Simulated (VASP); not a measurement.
Set up this calculation in VASP 6.6.1, as the native input.

| Item | Value |
| --- | --- |
| Task | single point |
| Functional | BLYP |
| Potentials or basis | VASP PAW PBE potentials, release 64 (Co) |
| Cutoff | 520 eV |
| k mesh | 18 × 18 × 18 |
| Occupations | fermi-dirac, width 0.05 eV |
| Spin | collinear spin, antiferromagnetic start |
| Starting moments | [0.815, -0.815] μB |
| Dipole correction | no |
| Further INCAR settings | ALGO = Normal; EDIFF = 1e-06; NBANDS = 20 |

The structure of Co lies in POSCAR:

```
Co
1.0
    2.8160622401      0.0000000000      0.0000000000
    0.0000000000      2.8160622401      0.0000000000
    0.0000000000      0.0000000000      2.8160622401
Co
2
Direct
    0.0000000000      0.0000000000      0.0000000000
    0.5000000000      0.5000000000      0.5000000000
```

The input as run:

INCAR

```
SYSTEM = Co
AGGAC = 1.0
AGGAX = 1.0
ALDAC = 0.0
ALDAX = 1.0
ALGO = Normal
EDIFF = 1E-6
ENCUT = 520
GGA = B5
ISIF = 2
ISMEAR = -1
ISPIN = 2
LASPH = .True.
LCHARG = .True.
LELF = .True.
LMAXMIX = 4
LORBIT = 11
LREAL = .False.
LVHAR = .True.
LWAVE = .False.
MAGMOM = 0.815 -0.815
NBANDS = 20
NELM = 150
PREC = Accurate
SIGMA = 0.05
```

KPOINTS

```
k-points
0
Gamma
  18 18 18
  0 0 0
```

Potentials or basis: VASP PAW PBE potentials, release 64 (Co).

Command:

```console
$ cat potpaw_PBE.64/Co/POTCAR > POTCAR
$ mpirun -np 1 vasp_std > vasp.out
```

Results of the run:

* Pressure: -0.4 GPa
* Band gap on the k mesh: zero (filled and empty bands overlap)
* Net moment: 0.00 μB per cell
* Site moments: Co +0.79, -0.79 μB
* Valence electrons inside the program's atomic spheres: Co 8.25

Caveat: the PAW data sets were made with another functional, which shifts forces and pressure a little.

Wall time 2.1 min on 1 thread of AMD EPYC 9R45 96-Core Processor (Zen 5), on a shared host, peak memory 0.22 GiB.
